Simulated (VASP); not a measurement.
# MgC2 (P4_2/mnm) in VASP: a series of runs

MgC2 is run at these levels: LDA; tasks: single point, relaxation of volume and atoms at fixed shape.

Everything below comes from runs of VASP 6.6.1. Logs are shortened: lines on timing, memory, paths and dates and some standing lists are left out, and cuts for length are marked.

## Step 1: The cell of the first run

Symmetry: P4_2/mnm, No. 136, tetragonal system. The conventional cell has a = 3.877 Å, b = 3.877 Å, c = 4.893 Å, α = 90.00°, β = 90.00°, γ = 90.00°. Within 2.9 Å of Mg (site symmetry mmm) lie 10 C at 2.12 to 2.81 Å. Within 1.7 Å of C (site symmetry m2m) lie 1 C at 1.25 Å.

## Step 2: Single point, LDA

Contents of INCAR:

```
PREC = Accurate
ENCUT = 520
EDIFF = 1E-6
ISMEAR = 1
SIGMA = 0.05
LREAL = False
LASPH = True
NELM = 60
ALGO = Normal
ISIF = 2
LWAVE = False
LCHARG = False
GGA = CA
NBANDS = 19
```

Contents of KPOINTS:

```
regular mesh
0
Gamma
  5 5 4
```

Contents of POSCAR:

```
MgC2
1.0
    3.8765834841      0.0000000000      0.0000000000
    0.0000000000      3.8765834841      0.0000000000
    0.0000000000      0.0000000000      4.8934340893
Mg C
2 4
Direct
    0.5000000000      0.5000000000      0.0000000000
    0.0000000000      0.0000000000      0.5000000000
    0.8863419706      0.8863419706      0.0000000000
    0.6136580294      0.3863419706      0.5000000000
    0.1136580294      0.1136580294      0.0000000000
    0.3863419706      0.6136580294      0.5000000000
```

Potentials or basis: VASP PAW LDA potentials, release 64 (Mg, C).

The run is started by

```console
cat potpaw_LDA.64/Mg/POTCAR potpaw_LDA.64/C/POTCAR > POTCAR
mpirun -np 1 vasp_std > vasp.out
```

OUTCAR:

```text
PREC = Accurate
   ENCUT = 520
   EDIFF = 1E-6
   ISMEAR = 1
   LREAL = False
   LASPH = True
   NELM = 60
   ISIF = 2
   GGA = CA

 ion  position               nearest neighbor table
   1  0.500  0.500  0.000-   3 2.12   5 2.12   4 2.52   6 2.52   4 2.52   6 2.52   5 2.81   5 2.81
                             3 2.81   3 2.81
   2  0.000  0.000  0.500-   4 2.12   6 2.12   5 2.52   3 2.52   3 2.52   5 2.52   4 2.81   6 2.81
                             4 2.81   6 2.81
   3  0.886  0.886  0.000-   5 1.25   1 2.12   2 2.52   2 2.52   1 2.81   1 2.81
   4  0.614  0.386  0.500-   6 1.25   2 2.12   1 2.52   1 2.52   2 2.81   2 2.81
   5  0.114  0.114  0.000-   3 1.25   1 2.12   2 2.52   2 2.52   1 2.81   1 2.81
   6  0.386  0.614  0.500-   4 1.25   2 2.12   1 2.52   1 2.52   2 2.81   2 2.81

  LATTYP: Found a simple tetragonal cell.
 ALAT       =     3.8765834841
 C/A-ratio  =     1.2623058705

  Lattice vectors:

 A1 = (   3.8765834841,   0.0000000000,   0.0000000000)
 A2 = (   0.0000000000,   3.8765834841,   0.0000000000)
 A3 = (   0.0000000000,   0.0000000000,   4.8934340893)

Analysis of symmetry for initial positions (statically):
=====================================================================
 Subroutine PRICEL returns:
 Original cell was already a primitive cell.

 Routine SETGRP: Setting up the symmetry group for a
 simple tetragonal supercell.

 Subroutine GETGRP returns: Found 16 space group operations
 (whereof  8 operations were pure point group operations)
 out of a pool of 16 trial point group operations.

The static configuration has the point symmetry D_2h.
 The point group associated with its full space group is D_4h.

Analysis of symmetry for dynamics (positions and initial velocities):
=====================================================================
 Subroutine PRICEL returns:
 Original cell was already a primitive cell.

 Routine SETGRP: Setting up the symmetry group for a
 simple tetragonal supercell.

 Subroutine GETGRP returns: Found 16 space group operations
 (whereof  8 operations were pure point group operations)
 out of a pool of 16 trial point group operations.

The dynamic configuration has the point symmetry D_2h.
 The point group associated with its full space group is D_4h.

 Subroutine INISYM returns: Found 16 space group operations
 (whereof  8 operations are pure point group operations),
 and found     1 'primitive' translations

----------------------------------------------------------------------------------------

                                     Primitive cell

  volume of cell :      73.5380

  direct lattice vectors                    reciprocal lattice vectors
     3.876583484  0.000000000  0.000000000     0.257959103  0.000000000  0.000000000
     0.000000000  3.876583484  0.000000000     0.000000000  0.257959103  0.000000000
     0.000000000  0.000000000  4.893434089     0.000000000  0.000000000  0.204355465

  length of vectors
     3.876583484  3.876583484  4.893434089     0.257959103  0.257959103  0.204355465

  position of ions in fractional coordinates (direct lattice)
     0.500000000  0.500000000  0.000000000
     0.000000000  0.000000000  0.500000000
     0.886341971  0.886341971  0.000000000
     0.613658029  0.386341971  0.500000000
     0.113658029  0.113658029  0.000000000
     0.386341971  0.613658029  0.500000000

  ion indices of the primitive-cell ions
   primitive index   ion index
                 1           1
                 2           2
                 3           3
                 4           4
                 5           5
                 6           6

----------------------------------------------------------------------------------------

 KPOINTS: regular mesh

Automatic generation of k-mesh.
 Grid dimensions read from file:
 generate k-points for:    5    5    4

 Generating k-lattice:

  Cartesian coordinates                     Fractional coordinates (reciprocal lattice)
     0.051591821  0.000000000  0.000000000     0.200000000  0.000000000  0.000000000
     0.000000000  0.051591821  0.000000000     0.000000000  0.200000000  0.000000000
     0.000000000  0.000000000  0.051088866     0.000000000  0.000000000  0.250000000

  Length of vectors
     0.051591821  0.051591821  0.051088866

  Shift w.r.t. Gamma in fractional coordinates (k-lattice)
     0.000000000  0.000000000  0.000000000

 Subroutine IBZKPT returns following result:
 ===========================================

 Found     18 irreducible k-points:

 Following reciprocal coordinates:
            Coordinates               Weight
  0.000000  0.000000  0.000000      1.000000
  0.200000  0.000000  0.000000      4.000000
  0.400000  0.000000  0.000000      4.000000
  0.200000  0.200000  0.000000      4.000000
  0.400000  0.200000  0.000000      8.000000
  0.400000  0.400000  0.000000      4.000000
[... 10 lines left out ...]
  0.400000  0.200000  0.500000      8.000000
  0.400000  0.400000  0.500000      4.000000
   k-points           NKPTS =     18   k-points in BZ     NKDIM =     18   number of bands    NBANDS=     19
   number of dos      NEDOS =    301   number of ions     NIONS =      6
   total plane-waves  NPLWV =  32400
   dimension x,y,z NGX =    30 NGY =   30 NGZ =   36
   dimension x,y,z NGXF=    60 NGYF=   60 NGZF=   72
   ions per type =               2   4
   NGX,Y,Z   is equivalent  to a cutoff of  12.87, 12.87, 12.23 a.u.
   NGXF,Y,Z  is equivalent  to a cutoff of  25.73, 25.73, 24.46 a.u.
 SYSTEM =  unknown system
   PREC   = accura    normal or accurate (medium, high low for compatibility)
   ISTART =      0    job   : 0-new  1-cont  2-samecut
   ICHARG =      2    charge: 1-file 2-atom 10-const
   ISPIN  =      1    spin polarized calculation?
   LNONCOLLINEAR =      F non collinear calculations
   LSORBIT =      F    spin-orbit coupling
   LASPH  =      T    aspherical Exc in radial PAW
   ENCUT  =  520.0 eV  38.22 Ry    6.18 a.u.   7.21  7.21  9.10*2*pi/ulx,y,z
   NELM   =     60;   NELMIN=  2; NELMDL= -5     # of ELM steps
   EDIFF  = 0.1E-05   stopping-criterion for ELM
   LREAL  =      F    real-space projection
   EDIFFG = 0.1E-04   stopping-criterion for IOM
   NSW    =      0    number of steps for IOM
   IBRION =     -1    ionic relax: 0-MD 1-quasi-New 2-CG
   NFREE  =      0    steps in history (QN), initial steepest desc. (CG)
   ISIF   =      2    stress and relaxation
   ISYM   =      2    0-nonsym 1-usesym 2-fastsym
   POTIM  = 0.5000    time-step for ionic-motion
   TEBEG  =    0.0;   TEEND  =   0.0 temperature during run
   PSTRESS=    0.0 pullay stress
   NELECT =      20.0000    total number of electrons
   NUPDOWN=      -1.0000    fix difference up-down
   EMIN   =  10.00;   EMAX   =-10.00  energy-range for DOS
   EFERMI =   0.00;   METHOD = LEGACY
   ISMEAR =     1;   SIGMA  =   0.05  broadening in eV -4-tet -1-fermi 0-gaus
   EFERMI_NEDOS =   21; number of points for ismear=-14 and -15
   IALGO  =     38    algorithm
   IMIX   =      4    mixing-type and parameters
     AMIX     =   0.40;   BMIX     =  1.00
     AMIX_MAG =   1.60;   BMIX_MAG =  1.00
  volume/ion in A,a.u.               =      12.26        82.71
  Fermi-wavevector in a.u.,A,eV,Ry     =   1.060671  2.004378 15.306876  1.125024
  Thomas-Fermi vector in A             =   2.196061
   LORBIT       =      0    0 simple, 1 ext, 2 COOP (PROOUT), +10 PAW based schemes
   GGA     = CA    functional components
   LHFCALC =     F    Hartree Fock is set to
   AEXX    =    0.0000 exact exchange contribution
   IVDW    =     0    specifies the selected vdW correction
   LEPSILON=     F    determine dielectric tensor
   LRPA    =     F    only Hartree local field effects (RPA)
 non-spin polarized calculation
 Methfessel and Paxton  Order N= 1 SIGMA  =   0.05
  energy-cutoff  :      520.00
  volume of cell :       73.54
 maximum number of plane-waves:      1998
 NGX is ok and might be reduce to    30
   NGX = 15   NGY = 15   NGZ = 19

 number of electron      19.9999998 magnetization

 Free energy of the ion-electron system (eV)
  ---------------------------------------------------
  ext. energy  EPLUGINS =         0.00000000
  ---------------------------------------------------
  free energy    TOTEN  =       -41.18061943 eV

  energy without entropy =      -41.18073954  energy(sigma->0) =      -41.18065947

 E-fermi :   1.3342     XC(G=0): -10.1019

 val. band max:        1.2921884935   @ k =   0.4000   0.4000   0.5000
 cond. band min:       3.5975896120   @ k =   0.0000   0.0000   0.0000
 fundamental gap:      2.3054011185
 Fermi energy:         1.3341662485

 k-point     1 :       0.0000    0.0000    0.0000
  band No.  band energies     occupation
      1     -11.6721      2.00000
      2     -10.6568      2.00000
      3      -2.4516      2.00000
      4      -1.8628      2.00000
      5      -1.6176      2.00000
      6      -1.6176      2.00000
[... 11 lines left out ...]
     18      12.3433      0.00000
     19      13.0371      0.00000

 k-point     2 :       0.2000    0.0000    0.0000
  band No.  band energies     occupation
      1     -11.5275      2.00000
      2     -10.6860      2.00000
      3      -2.4370      2.00000
      4      -2.3643      2.00000
      5      -2.1904      2.00000
      6      -1.2489      2.00000
[... 11 lines left out ...]
     18      11.6626      0.00000
     19      12.5433      0.00000

 k-point     3 :       0.4000    0.0000    0.0000
  band No.  band energies     occupation
      1     -11.1787      2.00000
      2     -10.8435      2.00000
      3      -3.1289      2.00000
      4      -3.0898      2.00000
      5      -1.4575      2.00000
      6      -0.7127      2.00000
[... 11 lines left out ...]
     18      11.6072      0.00000
     19      12.1989      0.00000

 k-point     4 :       0.2000    0.2000    0.0000
  band No.  band energies     occupation
      1     -11.3970      2.00000
      2     -10.7002      2.00000
      3      -2.7819      2.00000
      4      -2.5056      2.00000
      5      -1.9427      2.00000
      6      -1.5777      2.00000
[... 11 lines left out ...]
     18      12.3121      0.00000
     19      13.2707      0.00000

 k-point     5 :       0.4000    0.2000    0.0000
  band No.  band energies     occupation
      1     -11.0896      2.00000
      2     -10.8124      2.00000
      3      -3.2375      2.00000
      4      -3.1677      2.00000
      5      -1.2635      2.00000
      6      -1.1097      2.00000
[... 11 lines left out ...]
     18      12.5646      0.00000
     19      12.9126      0.00000
[... 202 lines left out ...]
      2     -10.9617      2.00000
      3      -3.6933      2.00000
      4      -3.6933      2.00000
      5      -0.5017      2.00000
      6      -0.5017      2.00000
[... 11 lines left out ...]
     18      11.8169      0.00000
     19      12.8827      0.00000

 k-point    16 :       0.2000    0.2000    0.5000
  band No.  band energies     occupation
      1     -11.0241      2.00000
      2     -11.0220      2.00000
      3      -3.3216      2.00000
      4      -2.7989      2.00000
      5      -2.1339      2.00000
      6      -0.5192      2.00000
[... 11 lines left out ...]
     18      12.0029      0.00000
     19      12.8273      0.00000

 k-point    17 :       0.4000    0.2000    0.5000
  band No.  band energies     occupation
      1     -10.9052      2.00000
      2     -10.9038      2.00000
      3      -3.5748      2.00000
      4      -3.3739      2.00000
      5      -1.7717      2.00000
      6      -1.0269      2.00000
[... 11 lines left out ...]
     18      11.6844      0.00000
     19      13.3733      0.00000

 k-point    18 :       0.4000    0.4000    0.5000
  band No.  band energies     occupation
      1     -10.8080      2.00000
      2     -10.8070      2.00000
      3      -3.2874      2.00000
      4      -2.9801      2.00000
      5      -2.3177      2.00000
      6      -1.5181      2.00000
[... 11 lines left out ...]
     18      11.9488      0.00000
     19      12.3012      0.00000

------------------------ aborting loop because EDIFF is reached ----------------------------------------

  FORCE on cell =-STRESS in cart. coord.  units (eV):
  Direction    XX          YY          ZZ          XY          YZ          ZX
  --------------------------------------------------------------------------------------
  -------------------------------------------------------------------------------------
  Total       -0.1883174     -0.1883174     -0.7902509      0.0000000      0.0000000      0.0000000
  in kB       -4.1028823     -4.1028823    -17.2172399      0.0000000      0.0000000      0.0000000
  external PRESSURE =      -8.4743349 kB  Pullay stress =       0.0000000 kB

 VOLUME and BASIS-vectors are now :
 -----------------------------------------------------------------------------
  energy-cutoff  :      520.00
  volume of cell :       73.54
      direct lattice vectors                 reciprocal lattice vectors
     3.876583484  0.000000000  0.000000000     0.257959103  0.000000000  0.000000000
     0.000000000  3.876583484  0.000000000     0.000000000  0.257959103  0.000000000
     0.000000000  0.000000000  4.893434089     0.000000000  0.000000000  0.204355465

 POSITION                                       TOTAL-FORCE (eV/Angst)
 -----------------------------------------------------------------------------------
      1.93829      1.93829      0.00000         0.000000     -0.000000      0.000000
      0.00000      0.00000      2.44672         0.000000     -0.000000      0.000000
      3.43598      3.43598      0.00000         0.028163      0.028163      0.000000
      2.37890      1.49769      2.44672        -0.028163      0.028163      0.000000
      0.44060      0.44060      0.00000        -0.028163     -0.028163     -0.000000
      1.49769      2.37890      2.44672         0.028163     -0.028163     -0.000000
 -----------------------------------------------------------------------------------
    total drift:                               -0.000000      0.000000      0.000000

  FREE ENERGIE OF THE ION-ELECTRON SYSTEM (eV)
  ---------------------------------------------------
  free  energy   TOTEN  =       -41.1806194282 eV

  energy  without entropy=      -41.1807395440  energy(sigma->0) =      -41.18065947
```

Wall time 32 s (1 thread of Intel Xeon 8259CL, shared host); peak memory 0.16 GiB.

What came out:

```
Free energy            : -41.1806 eV
Pressure               : -0.8 GPa
Largest force          : 0.040 eV/Å
Band gap on the k mesh : 2.31 eV (least direct gap 2.68 eV)
```

Forces on the atoms (eV/Å):
```
Mg   0.000  0.000  0.000
Mg   0.000  0.000  0.000
C    0.028  0.028  0.000
C   -0.028  0.028  0.000
C   -0.028 -0.028  0.000
C    0.028 -0.028  0.000
```

Levels at points of the mesh, in eV from the valence-band top:
```
           k point  band 6  band 7  band 8  band 9  band 10  band 11  band 12  band 13  band 14  band 15
(0.00, 0.00, 0.00)   -2.91   -1.43   -0.47   -0.37    -0.37     2.31     5.14     5.52     5.52     7.10
(0.00, 0.00, 0.50)   -2.69   -0.83   -0.83   -0.35    -0.35     3.43     3.43     5.72     5.72     9.28
```

A k mesh can miss the band edges.

(Continued in part 2 of 2.)
